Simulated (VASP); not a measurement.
Set up this calculation in VASP 6.6.1, as the native input.

| Property | Result |
| --- | --- |
| Task | single point |
| Functional | PBEsol |
| Potentials or basis | VASP PAW PBE potentials, release 64 (Al, Ni) |
| Cutoff | 520 eV |
| k mesh | 12 × 12 × 8 |
| Occupations | gaussian, width 0.1 eV |
| Spin | no spin polarisation |
| Dipole correction | no |
| Further INCAR settings | ALGO = Fast; EDIFF = 1e-06; NBANDS = 32 |

The structure of AlNi2 lies in POSCAR:

```
AlNi2
1.0
    3.9740030242      0.0000000000      0.0000000000
   -1.9870015121      3.4415875737      0.0000000000
    0.0000000000      0.0000000000      4.9042588200
Al Ni
2 4
Direct
    0.3333333333      0.6666666667      0.1898740600
    0.6666666667      0.3333333333      0.8101259400
    0.3333333333      0.6666666667      0.6851100400
    0.6666666667      0.3333333333      0.3148899600
    0.0000000000      0.0000000000      0.5000000000
    0.0000000000      0.0000000000      0.0000000000
```

These files were run (other wordings do the same):

INCAR

```
  ALGO = Fast
  EDIFF = 1E-6
  ENCUT = 520
  GGA = PS
  ISIF = 2
  ISMEAR = 0
  LASPH = True
  LCHARG = True
  LELF = True
  LREAL = False
  LVHAR = True
  LWAVE = False
  NBANDS = 32
  NELM = 60
  PREC = Accurate
  SIGMA = 0.1
```

KPOINTS

```
k-points
0
Gamma
  12 12 8
```

Potentials or basis: VASP PAW PBE potentials, release 64 (Al, Ni).

Command:

```bash
$ cat potpaw_PBE.64/Al/POTCAR potpaw_PBE.64/Ni/POTCAR > POTCAR
$ mpirun -np 1 vasp_std > vasp.out
```

Results of the run:

```json
{
 "Pressure": "0.2 GPa",
 "Largest force": "0.064 eV/Å",
 "Band gap on the k mesh": "zero (bands 23 and 24 overlap by 4.23 eV)"
}
```

Caveat: the PAW data sets were made with another functional, which shifts forces and pressure a little.

It took 4.6 min on 1 thread of Intel(R) Xeon(R) Platinum 8488C (Sapphire Rapids), with other jobs on the host, peak memory 0.34 GiB.
